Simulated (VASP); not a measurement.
Runs of VASP 6.6.1 on Zn3GeN. The structure is that of space group Pm-3m (No. 221), or close to it. The cells are those of the table. The cell was generated, and may not be a known phase.

```tsv
task	cell	k mesh	cutoff (eV)	gap on the mesh (eV)	pressure (GPa)
single point	a = 4.405 Å, 5 atoms	4 × 4 × 4	520	none	-9.0
relaxation of cell and atoms	relaxed from a = 4.405 Å, 5 atoms	4 × 4 × 4	600	none	-0.1
single point	a = 4.189 Å, 5 atoms	10 × 10 × 10	520	none	0.4
single point	a = 4.195 Å, 5 atoms	4 × 4 × 4	520	none	(a)
```

Alike in all rows: level PBE; potentials or basis VASP PAW PBE potentials, release 64 (Zn, Ge_d, N); no spin polarisation; smearing gaussian 0.1 eV.

**Question.** Fill in the values left out.

**Answer.** (a) 0.3.

Caveats: some runs use coarse meshes; the cell stands under tension (at least some runs).

A k mesh can miss the band edges, and the runs leave out spin-orbit coupling on Ge.

A gap of «none» marks levels without a gap at the run's occupations.
